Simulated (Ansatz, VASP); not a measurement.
# Ti2W3: VASP beside Ansatz

```xyz
5
Lattice="-1.5899 1.5899 7.9557 1.5899 -1.5899 7.9557 1.5899 1.5899 -7.9557" Properties=species:S:1:pos:R:3 pbc="T T T"
Ti    0.0000    0.0000   14.3368
Ti    0.0000    0.0000    1.5746
W     0.0000    0.0000   11.1921
W     0.0000    0.0000    4.7193
W     0.0000    0.0000    7.9557
```

Alike in both runs: functional PBE; k mesh 8 × 8 × 8; occupations gaussian, width 0.1 eV; no spin polarisation.

Ansatz relaxed the structure, and its values are those at the end. VASP's run is a single point on that final structure, the one shown.

|  | VASP | Ansatz |
| --- | --- | --- |
| version | VASP 6.6.1 | Ansatz 0.2.0 |
| potentials or method | VASP PAW PBE potentials, release 64 (Ti_sv, W_sv), cutoff 520 eV | scalar-relativistic, plane waves, PAW |
| valence electrons in the cell | 66 | 66 |

Ansatz gave:

```
gap on the k mesh at the Fermi level (eV) : none
pressure (GPa)                            : 0.0
rms of the force components (eV/Å)        : 0.004
```

Task: What did VASP give for the same quantities?

Result: gap on the k mesh at the Fermi level (eV): none; pressure (GPa): 0.2; rms of the force components (eV/Å): 0.011.

A gap of «none» marks a metal or a gap that the smearing closes. The functional is the same, so the differences come from potentials, cutoffs and numerics.

Spin-orbit coupling is off throughout.
